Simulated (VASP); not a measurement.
Set up this calculation in VASP 6.6.1, as the native input.

* Task: single point
* Functional: PBE
* Potentials or basis: VASP PAW PBE potentials, release 64 (Ca_sv, Cu, Bi_d)
* Cutoff: 520 eV
* k mesh: 12 × 12 × 10
* Occupations: gaussian, width 0.1 eV
* Spin: no spin polarisation
* Dipole correction: no
* Further INCAR settings: ALGO = Fast; EDIFF = 1e-07; NBANDS = 44

The structure of CaCu4Bi lies in POSCAR:

```
CaCu4Bi
1.0
    5.5296675771      0.0000000000      0.0000000000
   -2.7648337886      4.7888325963      0.0000000000
    0.0000000000      0.0000000000      4.2323297141
Ca Cu Bi
1 4 1
Direct
    0.0000000000      0.0000000000      0.0000000000
    0.6666666667      0.3333333333      0.0000000000
    0.9677399162      0.4838699581      0.5000000000
    0.5161300419      0.4838699581      0.5000000000
    0.5161300419      0.0322600838      0.5000000000
    0.3333333333      0.6666666667      0.0000000000
```

The cell was generated, and may not be a known phase.

One way to write it, as run:

INCAR

```
PREC = Accurate
ENCUT = 520
EDIFF = 1E-7
ISMEAR = 0
SIGMA = 0.1
LREAL = False
LASPH = True
NELM = 80
ALGO = Fast
ISIF = 2
LWAVE = False
LCHARG = True
GGA = PE
LELF = True
LVHAR = True
NBANDS = 44
```

KPOINTS

```
Automatic mesh
0
Gamma
  12 12 10
```

Potentials or basis: VASP PAW PBE potentials, release 64 (Ca_sv, Cu, Bi_d).

The run is started by

```bash
$ cat potpaw_PBE.64/Ca_sv/POTCAR potpaw_PBE.64/Cu/POTCAR potpaw_PBE.64/Bi_d/POTCAR > POTCAR
$ mpirun -np 1 vasp_std > vasp.out
```

It gave:

```yaml
Pressure: 0.2 GPa
Band_gap_on_the_k_mesh: zero (an odd number of electrons rules out a gap without spin polarisation)
```

Caveat: spin-orbit coupling is left out, which moves the levels of the heavy elements.

It took 47 min on 1 thread of Oxide Virtual Turin-like Processor (shared host), peak memory 0.57 GiB.
